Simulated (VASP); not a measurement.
# CdO (Fm-3m) in VASP: further runs, part 2 of 2

VASP 6.6.1.

## Step 3: Single point, PBE

This run uses another cell than the first one, of 9.36 Å³/atom.

Contents of INCAR:

```
SYSTEM = CdO
  PREC = Accurate
  ENCUT = 600
  EDIFF = 1E-6
  ISMEAR = 0
  SIGMA = 0.1
  LREAL = .False.
  LASPH = .True.
  NELM = 120
  ALGO = Normal
  ISIF = 2
  LWAVE = .False.
  LCHARG = .True.
  GGA = PE
  LELF = .True.
  LVHAR = .True.
  NBANDS = 16
  GGA_COMPAT = .False.
```

Contents of KPOINTS:

```
regular mesh
0
Gamma
  16 16 16
  0 0 0
```

Contents of POSCAR:

```
CdO
1.0
    0.0000000000      2.1072032879      2.1072032879
    2.1072032879      0.0000000000      2.1072032879
    2.1072032879      2.1072032879      0.0000000000
Cd O
1 1
Direct
    0.0000000000      0.0000000000      0.0000000000
    0.5000000000      0.5000000000      0.5000000000
```

Potentials or basis: VASP PAW PBE potentials, release 64 (Cd, O).

Started as:

```console
$ cat potpaw_PBE.64/Cd/POTCAR potpaw_PBE.64/O/POTCAR > POTCAR
$ mpirun -np 1 vasp_std > vasp.out
```

It took 2 min on 1 thread of AMD EPYC 7R13, shared host; peak memory 0.15 GiB.

The run converged. Its results:

```yaml
Free_energy: -5.4863 eV
Pressure: 119.4 GPa
Band_gap_on_the_k_mesh: 0.28 eV (least direct gap 3.38 eV)
```

Levels at points of the mesh, in eV from the valence-band top:
| k point | band 7 | band 8 | band 9 | band 10 | band 11 | band 12 |
| --- | --- | --- | --- | --- | --- | --- |
| (0.00, 0.00, 0.00) | -3.10 | -3.10 | -3.10 | 0.28 | 14.89 | 19.31 |
| (0.50, 0.00, 0.00) | -4.69 | 0.00 | 0.00 | 4.27 | 9.65 | 13.36 |
| (0.50, 0.50, 0.00) | -5.53 | -4.49 | -4.49 | 5.23 | 9.79 | 12.39 |

Caveat: the cell stands under pressure. A k mesh can miss the band edges.

## Step 4: Single point, PBE

This run uses another cell than the first one, of 10.09 Å³/atom.

Contents of INCAR:

```
ALGO     = Normal         # electronic algorithm
EDIFF    = 1E-6           # SCF threshold, eV
ENCUT    = 600            # plane-wave cutoff, eV
GGA      = PE             # functional
GGA_COMPAT= F            
ISIF     = 2              # what is computed and relaxed
ISMEAR   = 0              # smearing method
LASPH    = T              # aspherical terms in the spheres
LCHARG   = F              # write CHGCAR
LREAL    = F              # projectors in reciprocal space
LWAVE    = F              # write WAVECAR
NBANDS   = 16             # bands
NELM     = 120            # most SCF steps
PREC     = Accurate       # precision mode
SIGMA    = 0.1            # smearing width, eV
```

Contents of KPOINTS:

```
k-points
0
Gamma
  16 16 16
```

Contents of POSCAR:

```
CdO
1.0
    0.0000000000      2.1606802922      2.1606802922
    2.1606802922      0.0000000000      2.1606802922
    2.1606802922      2.1606802922      0.0000000000
Cd O
1 1
Direct
    0.0000000000      0.0000000000      0.0000000000
    0.5000000000      0.5000000000      0.5000000000
```

Potentials or basis: VASP PAW PBE potentials, release 64 (Cd, O).

Started as:

```console
$ cat potpaw_PBE.64/Cd/POTCAR potpaw_PBE.64/O/POTCAR > POTCAR
$ mpirun -np 1 vasp_std > vasp.out
```

OUTCAR:

```text
EDIFF = 1E-6
   ENCUT = 600
   GGA = PE
   ISIF = 2
   ISMEAR = 0
   LASPH = T
   LREAL = F
   NELM = 120
   PREC = Accurate

 ion  position               nearest neighbor table
   1  0.000  0.000  0.000-   2 2.16   2 2.16   2 2.16   2 2.16   2 2.16   2 2.16
   2  0.500  0.500  0.500-   1 2.16   1 2.16   1 2.16   1 2.16   1 2.16   1 2.16

  LATTYP: Found a face centered cubic cell.
 ALAT       =     4.3213605844

  Lattice vectors:

 A1 = (   0.0000000000,   2.1606802922,   2.1606802922)
 A2 = (   2.1606802922,   0.0000000000,   2.1606802922)
 A3 = (   2.1606802922,   2.1606802922,   0.0000000000)

Analysis of symmetry for initial positions (statically):
=====================================================================
 Subroutine PRICEL returns:
 Original cell was already a primitive cell.

 Routine SETGRP: Setting up the symmetry group for a
 face centered cubic supercell.

 Subroutine GETGRP returns: Found 48 space group operations
 (whereof 48 operations were pure point group operations)
 out of a pool of 48 trial point group operations.

The static configuration has the point symmetry O_h .

Analysis of symmetry for dynamics (positions and initial velocities):
[... 159 lines left out ...]
 E-fermi :   5.0791     XC(G=0): -13.1864

 val. band max:        5.0465401052   @ k =   0.0000   0.0000   0.0000
 cond. band min:       5.4598052223   @ k =   0.0625   0.0000   0.0000
 fundamental gap:      0.4132651171
 Fermi energy:         5.0791157103

 k-point     1 :       0.0000    0.0000    0.0000
  band No.  band energies     occupation
      1     -14.8283      2.00000
      2      -2.6510      2.00000
      3      -2.6510      2.00000
      4      -2.6510      2.00000
      5      -2.1270      2.00000
      6      -2.1270      2.00000
[... 433 lines left out ...]
      3      -2.6741      2.00000
      4      -2.5988      2.00000
      5      -2.4307      2.00000
      6      -2.1774      2.00000
[... 8 lines left out ...]
     15      25.2558      0.00000
     16      27.2841      0.00000

 [... further k-points ...]

------------------------ aborting loop because EDIFF is reached ----------------------------------------

  FORCE on cell =-STRESS in cart. coord.  units (eV):
  Direction    XX          YY          ZZ          XY          YZ          ZX
  --------------------------------------------------------------------------------------
  -------------------------------------------------------------------------------------
  Total       10.0411001     10.0411001     10.0411001     -0.0000000      0.0000000      0.0000000
  in kB      797.4259251    797.4259251    797.4259251     -0.0000000      0.0000000      0.0000000
  external PRESSURE =     797.4259251 kB  Pullay stress =       0.0000000 kB

 VOLUME and BASIS-vectors are now :
 -----------------------------------------------------------------------------
  energy-cutoff  :      600.00
  volume of cell :       20.17
      direct lattice vectors                 reciprocal lattice vectors
     0.000000000  2.160680292  2.160680292    -0.231408599  0.231408599  0.231408599
     2.160680292  0.000000000  2.160680292     0.231408599 -0.231408599  0.231408599
     2.160680292  2.160680292  0.000000000     0.231408599  0.231408599 -0.231408599

 POSITION                                       TOTAL-FORCE (eV/Angst)
 -----------------------------------------------------------------------------------
      0.00000      0.00000      0.00000         0.000000      0.000000      0.000000
      2.16068      2.16068      2.16068        -0.000000     -0.000000     -0.000000
 -----------------------------------------------------------------------------------
    total drift:                                0.000000     -0.000000     -0.000000

  FREE ENERGIE OF THE ION-ELECTRON SYSTEM (eV)
  ---------------------------------------------------
  free  energy   TOTEN  =        -6.3889098890 eV

  energy  without entropy=       -6.3888386181  energy(sigma->0) =       -6.38887425
```

stdout:

```text
POSCAR found type information on POSCAR CdO
 POSCAR found :  2 types and       2 ions
 scaLAPACK will be used
 LDA part: xc-table for (Slater+PW92), standard interpolation
 POSCAR, INCAR and KPOINTS ok, starting setup
 FFT: planning ... GRIDC
 FFT: planning ... GRID_SOFT
 FFT: planning ... GRID
 WAVECAR not read
 entering main loop
```

Wall time 1.9 min (1 thread of AMD EPYC 7R13, shared host); peak memory 0.15 GiB.

Results:

```yaml
Free_energy: -6.3889 eV
Pressure: 79.7 GPa
```

Caveat: the cell stands under pressure.

## Step 5: Single point, PBE

This run uses another cell than the first one, of 10.09 Å³/atom.

Contents of INCAR:

```
SYSTEM = CdO
PREC = Accurate ; ENCUT = 600
EDIFF = 1E-6 ; ISMEAR = 0
SIGMA = 0.1 ; LREAL = .FALSE.
LASPH = .TRUE. ; NELM = 120
ALGO = Normal ; ISIF = 2
LWAVE = .FALSE. ; LCHARG = .FALSE.
GGA = PE ; NBANDS = 16
GGA_COMPAT = .FALSE.
```

Contents of KPOINTS:

```
regular mesh
0
G
  16 16 16
  0 0 0
```

POSCAR is that of step 4.

Started as:

```console
$ cat potpaw_PBE.64/Cd/POTCAR potpaw_PBE.64/O/POTCAR > POTCAR
$ mpirun -np 1 vasp_std > vasp.out
```

Wall time 1.8 min (1 thread of AMD EPYC 7R13, shared host); peak memory 0.15 GiB.

Results (log left out):

- Free energy: -6.3889 eV
- Pressure: 79.7 GPa

Levels at points of the mesh, in eV from the Fermi level:
| k point | band 6 | band 7 | band 8 | band 9 | band 10 | band 11 | band 12 | band 13 |
| --- | --- | --- | --- | --- | --- | --- | --- | --- |
| (0.00, 0.00, 0.00) | -7.21 | -2.73 | -2.73 | -2.73 | -0.03 | 14.89 | 18.65 | 18.65 |
| (0.50, 0.00, 0.00) | -6.74 | -4.59 | -0.13 | -0.13 | 4.25 | 8.97 | 12.96 | 12.96 |
| (0.50, 0.50, 0.00) | -6.47 | -5.67 | -4.01 | -4.01 | 4.79 | 9.41 | 11.99 | 15.44 |

Caveat: the cell stands under pressure.

## Step 6: The runs side by side

```tsv
cell	gap on the mesh (eV)	pressure (GPa)
a = 2.922 Å, angles 60.0°, 2 atoms	0.43	159.2
a = 2.980 Å, angles 60.0°, 2 atoms	0.28	119.4
a = 3.056 Å, angles 60.0°, 2 atoms	-	79.7
```

Alike in all rows: task single point; level PBE; potentials or basis VASP PAW PBE potentials, release 64 (Cd, O); no spin polarisation; k mesh 16 × 16 × 16; cutoff (eV) 600; smearing gaussian 0.1 eV.

Caveats: the cell stands under pressure.

Absolute energies hang on the potentials; compare differences alone.
